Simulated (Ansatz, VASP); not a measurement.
**MgO in VASP and in Ansatz**

File POSCAR:

```
MgO
1.0
    3.4863778627      0.0000000000      0.0000000000
   -1.7431889314      3.0192917963      0.0000000000
    0.0000000000      0.0000000000      4.1780412200
Mg O
2 2
Direct
    0.6666666667      0.3333333333      0.7500000000
    0.3333333333      0.6666666667      0.2500000000
    0.7146543683      0.3684627691      0.2140980086
    0.3333333333      0.6666666667      0.7500000000
```

INCAR.step1

```
PREC = Accurate
ENCUT = 520
ISMEAR = 1
SIGMA = 0.02
LREAL = F
LASPH = T
NELM = 60
NBANDS = 16
GGA = PE
ALGO = Normal
EDIFF = 1E-4
LWAVE = T
LCHARG = F
```

The input INCAR.step2:

```
PREC = Accurate
ENCUT = 520
EDIFF = 1E-6
ISMEAR = 1
SIGMA = 0.02
LREAL = F
LASPH = T
NELM = 60
ALGO = Normal
ISIF = 2
LWAVE = F
LCHARG = F
METAGGA = R2SCAN
LMIXTAU = T
NBANDS = 16
ISTART = 1
```

KPOINTS

```
Automatic mesh
0
Gamma
  6 6 6
```

Input for Ansatz:

```yaml
crystal:
  lattice:
    - [3.4863778627, 0.0, 0.0]
    - [-1.7431889314, 3.0192917963, 0.0]
    - [0.0, 0.0, 4.17804122]
  atoms:
    - { symbol: Mg, position: [0.6666666667, 0.3333333333, 0.75] }
    - { symbol: Mg, position: [0.3333333333, 0.6666666667, 0.25] }
    - { symbol: O, position: [0.7146543683, 0.3684627691, 0.2140980086] }
    - { symbol: O, position: [0.3333333333, 0.6666666667, 0.75] }
basis:
  ecutwfc: 500
kpoints:
  mp_grid: { grid: [6, 6, 6] }
hamiltonian:
  xc: r2scan
scf:
  occupations: { method: cold, width: 0.02 }
output:
  forces: true
  stress: true
  eigenvalues: true
```

Alike in both runs: task single point; functional r2SCAN; k mesh 6 × 6 × 6; no spin polarisation.

```csv
,VASP,Ansatz
version,VASP 6.6.1,Ansatz 0.2.0
potentials or method,"VASP PAW PBE potentials, release 64 (Mg, O), cutoff 520 eV","scalar-relativistic, plane waves, PAW"
occupations,"methfessel-paxton of order 1, width 0.02 eV","cold, width 0.02 eV"
valence electrons in the cell,16,32
```

Ansatz gave:

```
gap on the k mesh at the Fermi level (eV)                     : 4.05
least direct gap on the mesh (eV)                             : 4.05
pressure (GPa)                                                : 2.4
traceless stress, the component that is largest in VASP (GPa) : -4.37
rms of the force components (eV/Å)                            : 0.935
```

Estimate VASP's values.

gap on the k mesh at the Fermi level (eV): 4.04; least direct gap on the mesh (eV): 4.04; pressure (GPa): 1.7; traceless stress, the component that is largest in VASP (GPa): -4.33; rms of the force components (eV/Å): 0.946.

VASP's potentials were made for PBE, not for r2SCAN. Atom by atom the forces differ by 0.012 eV/Å (rms over components). VASP's potentials hold 16 valence electrons a cell and Ansatz's 32, so a difference there can come from the potentials and not from the codes.
